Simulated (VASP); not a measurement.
Input of a VASP 6.6.1 run:

Contents of INCAR:

```
SYSTEM = CsSnBr3
  PREC = Accurate
  ENCUT = 520
  EDIFF = 1E-6
  ISMEAR = 0
  SIGMA = 0.03
  LREAL = .FALSE.
  LASPH = .TRUE.
  NELM = 80
  ALGO = Normal
  ISIF = 2
  LWAVE = .FALSE.
  LCHARG = .FALSE.
  GGA = PE
  KPAR = 2
```

Contents of KPOINTS:

```
regular mesh
0
G
  6 6 6
  0 0 0
```

The input POSCAR:

```
CsSnBr3                                 
1.0
    5.7688234695      0.0000000000      0.0000000000
    0.0000000000      5.7688234695      0.0000000000
    0.0000000000      0.0000000000      5.7688234695
  Cs              Sn              Br            
     1     1     3
Direct
     0.0000000000000000    0.0000000000000000    0.0000000000000000
     0.5000000000000000    0.5000000000000000    0.5000000000000000
     0.5000000000000000    0.0000000000000000    0.5000000000000000
     0.5000000000000000    0.5000000000000000    0.0000000000000000
     0.0000000000000000    0.5000000000000000    0.5000000000000000
```

The input KPOINTS_OPT:

```
explicit points
128
Reciprocal
 0.0000000000  0.0000000000  0.0000000000 1
 0.0000000000  0.0555555556  0.0000000000 1
 0.0000000000  0.1111111111  0.0000000000 1
 0.0000000000  0.1666666667  0.0000000000 1
 0.0000000000  0.2222222222  0.0000000000 1
 0.0000000000  0.2777777778  0.0000000000 1
 0.0000000000  0.3333333333  0.0000000000 1
 0.0000000000  0.3888888889  0.0000000000 1
 0.0000000000  0.4444444444  0.0000000000 1
 0.0000000000  0.5000000000  0.0000000000 1
 0.0000000000  0.5000000000  0.0000000000 1
 0.0555555556  0.5000000000  0.0000000000 1
 0.1111111111  0.5000000000  0.0000000000 1
 0.1666666667  0.5000000000  0.0000000000 1
 0.2222222222  0.5000000000  0.0000000000 1
 0.2777777778  0.5000000000  0.0000000000 1
 0.3333333333  0.5000000000  0.0000000000 1
 0.3888888889  0.5000000000  0.0000000000 1
 0.4444444444  0.5000000000  0.0000000000 1
 0.5000000000  0.5000000000  0.0000000000 1
 0.5000000000  0.5000000000  0.0000000000 1
 0.4444444444  0.4444444444  0.0000000000 1
 0.3888888889  0.3888888889  0.0000000000 1
 0.3333333333  0.3333333333  0.0000000000 1
 0.2777777778  0.2777777778  0.0000000000 1
 0.2222222222  0.2222222222  0.0000000000 1
 0.1666666667  0.1666666667  0.0000000000 1
 0.1111111111  0.1111111111  0.0000000000 1
 0.0555555556  0.0555555556  0.0000000000 1
 0.0000000000  0.0000000000  0.0000000000 1
 0.0000000000  0.0000000000  0.0000000000 1
 0.0555555556  0.0555555556  0.0555555556 1
 0.1111111111  0.1111111111  0.1111111111 1
 0.1666666667  0.1666666667  0.1666666667 1
 0.2222222222  0.2222222222  0.2222222222 1
 0.2777777778  0.2777777778  0.2777777778 1
 0.3333333333  0.3333333333  0.3333333333 1
 0.3888888889  0.3888888889  0.3888888889 1
 0.4444444444  0.4444444444  0.4444444444 1
 0.5000000000  0.5000000000  0.5000000000 1
 0.5000000000  0.5000000000  0.5000000000 1
 0.4444444444  0.5000000000  0.4444444444 1
 0.3888888889  0.5000000000  0.3888888889 1
 0.3333333333  0.5000000000  0.3333333333 1
 0.2777777778  0.5000000000  0.2777777778 1
 0.2222222222  0.5000000000  0.2222222222 1
 0.1666666667  0.5000000000  0.1666666667 1
 0.1111111111  0.5000000000  0.1111111111 1
 0.0555555556  0.5000000000  0.0555555556 1
 0.0000000000  0.5000000000  0.0000000000 1
 0.5000000000  0.5000000000  0.0000000000 1
 0.5000000000  0.5000000000  0.0555555556 1
 0.5000000000  0.5000000000  0.1111111111 1
 0.5000000000  0.5000000000  0.1666666667 1
 0.5000000000  0.5000000000  0.2222222222 1
 0.5000000000  0.5000000000  0.2777777778 1
 0.5000000000  0.5000000000  0.3333333333 1
 0.5000000000  0.5000000000  0.3888888889 1
 0.5000000000  0.5000000000  0.4444444444 1
 0.5000000000  0.5000000000  0.5000000000 1
 0.0000000000  0.0000000000  0.0000000000 1
 0.0111516800  0.0000000000  0.0000000000 1
-0.0111516800  0.0000000000  0.0000000000 1
 0.0325257300  0.0000000000  0.0000000000 1
-0.0325257300  0.0000000000  0.0000000000 1
 0.0078854300  0.0078854300  0.0000000000 1
-0.0078854300 -0.0078854300  0.0000000000 1
 0.0229991700  0.0229991700  0.0000000000 1
-0.0229991700 -0.0229991700  0.0000000000 1
 0.0064384300  0.0064384300  0.0064384300 1
-0.0064384300 -0.0064384300 -0.0064384300 1
 0.0187787400  0.0187787400  0.0187787400 1
-0.0187787400 -0.0187787400 -0.0187787400 1
 0.0078854300 -0.0078854300  0.0000000000 1
-0.0078854300  0.0078854300  0.0000000000 1
 0.0229991700 -0.0229991700  0.0000000000 1
-0.0229991700  0.0229991700  0.0000000000 1
 0.5000000000  0.5000000000  0.0000000000 1
 0.5111516800  0.5000000000  0.0000000000 1
 0.4888483200  0.5000000000  0.0000000000 1
 0.5325257300  0.5000000000  0.0000000000 1
 0.4674742700  0.5000000000  0.0000000000 1
 0.5078854300  0.5078854300  0.0000000000 1
 0.4921145700  0.4921145700  0.0000000000 1
 0.5229991700  0.5229991700  0.0000000000 1
 0.4770008300  0.4770008300  0.0000000000 1
 0.5064384300  0.5064384300  0.0064384300 1
 0.4935615700  0.4935615700 -0.0064384300 1
 0.5187787400  0.5187787400  0.0187787400 1
 0.4812212600  0.4812212600 -0.0187787400 1
 0.5078854300  0.4921145700  0.0000000000 1
 0.4921145700  0.5078854300  0.0000000000 1
 0.5229991700  0.4770008300  0.0000000000 1
 0.4770008300  0.5229991700  0.0000000000 1
 0.5000000000  0.5000000000  0.5000000000 1
 0.5111516800  0.5000000000  0.5000000000 1
 0.4888483200  0.5000000000  0.5000000000 1
 0.5325257300  0.5000000000  0.5000000000 1
 0.4674742700  0.5000000000  0.5000000000 1
 0.5078854300  0.5078854300  0.5000000000 1
 0.4921145700  0.4921145700  0.5000000000 1
 0.5229991700  0.5229991700  0.5000000000 1
 0.4770008300  0.4770008300  0.5000000000 1
 0.5064384300  0.5064384300  0.5064384300 1
 0.4935615700  0.4935615700  0.4935615700 1
 0.5187787400  0.5187787400  0.5187787400 1
 0.4812212600  0.4812212600  0.4812212600 1
 0.5078854300  0.4921145700  0.5000000000 1
 0.4921145700  0.5078854300  0.5000000000 1
 0.5229991700  0.4770008300  0.5000000000 1
 0.4770008300  0.5229991700  0.5000000000 1
 0.0000000000  0.5000000000  0.0000000000 1
 0.0111516800  0.5000000000  0.0000000000 1
-0.0111516800  0.5000000000  0.0000000000 1
 0.0325257300  0.5000000000  0.0000000000 1
-0.0325257300  0.5000000000  0.0000000000 1
 0.0078854300  0.5078854300  0.0000000000 1
-0.0078854300  0.4921145700  0.0000000000 1
 0.0229991700  0.5229991700  0.0000000000 1
-0.0229991700  0.4770008300  0.0000000000 1
 0.0064384300  0.5064384300  0.0064384300 1
-0.0064384300  0.4935615700 -0.0064384300 1
 0.0187787400  0.5187787400  0.0187787400 1
-0.0187787400  0.4812212600 -0.0187787400 1
 0.0078854300  0.4921145700  0.0000000000 1
-0.0078854300  0.5078854300  0.0000000000 1
 0.0229991700  0.4770008300  0.0000000000 1
-0.0229991700  0.5229991700  0.0000000000 1
```

Potentials or basis: VASP PAW PBE potentials, release 64 (Cs_sv, Sn_d, Br).

Launch:

```sh
$ cat potpaw_PBE.64/Cs_sv/POTCAR potpaw_PBE.64/Sn_d/POTCAR potpaw_PBE.64/Br/POTCAR > POTCAR
$ mpirun -np 2 vasp_std > vasp.out
```

(1) Estimate the band gap on the k mesh.

(2) What does it give for the pressure?

(3) What does it give for the band gap along the path?

## Answers

(1) 0.31 eV.

(2) 1.5 GPa.

(3) 0.31 eV.

Caveat: spin-orbit coupling is left out, which moves the levels of the heavy elements.
